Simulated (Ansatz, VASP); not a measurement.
## One calculation of Cu, two programs

```
Cu
1.0
    -1.51493    1.51493    1.41048
     1.51493   -1.51493    1.41048
     1.51493    1.51493   -1.41048
Cu
1
Direct
  0.00000 0.00000 0.00000
```

Change from the starting cell: strain +0.050 along x and y, +0.025 along z, atoms carried along.

Alike in both runs: task single point; functional r2SCAN; k mesh 24 × 24 × 24; occupations gaussian, width 0.15 eV; no spin polarisation.

|  | VASP | Ansatz |
| --- | --- | --- |
| version | VASP 6.6.1 | Ansatz 0.2.0 |
| potentials or method | VASP PAW PBE potentials, release 64 (Cu), cutoff 520 eV | scalar-relativistic, plane waves, PAW |
| valence electrons in the cell | 11 | 19 |

VASP gave:

```
gap on the k mesh at the Fermi level (eV)                     : none
pressure (GPa)                                                : -13.7
traceless stress, the component that is largest in VASP (GPa) : -0.17
```

**Question.** What did Ansatz give for the same quantities?

**Answer.** gap on the k mesh at the Fermi level (eV): none; pressure (GPa): -14.2; traceless stress, the component that is largest in VASP (GPa): -0.12.

VASP's potentials were made for PBE, not for r2SCAN. A gap of «none» marks a metal or a gap that the smearing closes. VASP's potentials hold 11 valence electrons a cell and Ansatz's 19, so a difference there can come from the potentials and not from the codes.
